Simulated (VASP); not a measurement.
## Ir: single point with LDA

Crystal: Ir.

```
Ir
1.0
     2.75138    0.00000    0.00000
    -1.37569    2.38276    0.00000
     0.00000    0.00000    4.46229
Ir
2
Direct
  0.67529 0.34204 0.75470
  0.35172 0.67765 0.25076
```

```
Program                : VASP 6.6.1
Task                   : single point
Functional             : LDA
Potentials or basis    : VASP PAW LDA potentials, release 64 (Ir)
Cutoff                 : 520 eV
k mesh                 : 8 × 8 × 5
Occupations            : methfessel-paxton, width 0.15 eV
Spin                   : no spin polarisation
Dipole correction      : no
Further INCAR settings : ALGO = Normal; EDIFF = 1e-07; NBANDS = 16
```

```yaml
Pressure: -15.0 GPa
Largest_force: 0.241 eV/Å
Band_gap_on_the_k_mesh: zero (band 9 reaches 10.80 eV, above the bottom of band 10 at 7.70 eV)
```

Forces on the atoms (eV/Å):
```
Ir   0.111  0.024 -0.212
Ir  -0.111 -0.024  0.212
```

Stress tensor (GPa, compression positive):
```
-14.44  -0.08  -0.08
 -0.08 -14.47  -0.02
 -0.08  -0.02 -16.11
```

Levels at points of the mesh, in eV from the Fermi level:
| k point | band 5 | band 6 | band 7 | band 8 | band 9 | band 10 | band 11 | band 12 | band 13 | band 14 |
| --- | --- | --- | --- | --- | --- | --- | --- | --- | --- | --- |
| (0.00, 0.00, 0.00) | -3.64 | -3.05 | -3.01 | -2.31 | -2.17 | -0.67 | 0.22 | 0.38 | 6.79 | 14.33 |
| (0.50, 0.00, 0.00) | -3.28 | -3.20 | -2.84 | 0.72 | 0.97 | 1.08 | 2.81 | 4.34 | 7.98 | 9.94 |
| (0.00, 0.50, 0.00) | -3.40 | -3.28 | -2.85 | 0.70 | 0.95 | 1.10 | 2.89 | 4.27 | 8.09 | 10.15 |
| (0.50, 0.50, 0.00) | -3.45 | -3.32 | -2.85 | 0.69 | 0.94 | 1.11 | 2.92 | 4.24 | 8.14 | 10.25 |

It took 44 s on 1 thread of Intel Xeon 6975P-C, with other jobs on the host, peak memory 0.18 GiB.

Caveat: spin-orbit coupling is left out, which moves the levels of the heavy elements.
